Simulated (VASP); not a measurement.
Co: single point with PBE

Co, a slab with vacuum:

```
Co
1.0
     2.47056    0.00000    0.00000
    -1.23528    2.13957    0.00000
     0.00000    0.00000   27.13235
Co
7
Direct
  0.33333 0.66667 0.27642
  0.00000 0.00000 0.35095
  0.66667 0.33333 0.42547
  0.00000 0.00000 0.50000
  0.33333 0.66667 0.57453
  0.00000 0.00000 0.64905
  0.66667 0.33333 0.72358
```

- Program: VASP 6.6.1
- Task: single point
- Functional: PBE
- Potentials or basis: VASP PAW PBE potentials, release 64 (Co)
- Cutoff: 520 eV
- k mesh: 12 × 12 × 1
- Occupations: fermi-dirac, width 0.05 eV
- Spin: collinear spin, ferromagnetic start
- Starting moments: [2.0, 2.0, 2.0, 2.0, 2.0, 2.0, 2.0] μB
- Dipole correction: yes
- Further INCAR settings: ALGO = Normal; EDIFF = 1e-07; NBANDS = 44

The largest force is 0.357 eV/Å. The net moment is 11.83 μB per cell and the site moments are Co +1.77, +1.70, +1.68, +1.66 (each value once) μB. The valence electrons inside the program's atomic spheres are Co 8.13, 8.30 (each value once).

Forces in eV/Å, atoms in the order of the input:
```
Co   0.000  0.000  0.211
Co   0.000  0.000 -0.357
Co   0.000  0.000  0.115
Co   0.000  0.000  0.000
Co   0.000  0.000 -0.115
Co   0.000  0.000  0.357
Co   0.000  0.000 -0.211
```

Levels at points of the mesh, in eV from the Fermi level:
Spin up:
```csv
k point,band 35,band 36,band 37,band 38,band 39,band 40,band 41,band 42
"(0.00, 0.00, 0.00)",-1.47,-1.13,-1.13,-1.00,-1.00,-0.87,-0.87,-0.40
"(0.50, 0.00, 0.00)",-0.54,0.52,1.07,1.37,2.42,2.48,2.77,3.03
```
Spin down:
| k point | band 22 | band 23 | band 24 | band 25 | band 26 | band 27 |
| --- | --- | --- | --- | --- | --- | --- |
| (0.00, 0.00, 0.00) | -0.86 | -0.86 | -0.79 | -0.79 | -0.76 | -0.76 |
| (0.50, 0.00, 0.00) | 0.05 | 0.23 | 0.39 | 0.51 | 0.91 | 0.91 |

Wall time 11 min on 1 thread of Oxide Virtual Turin-like Processor (shared host), peak memory 0.35 GiB.
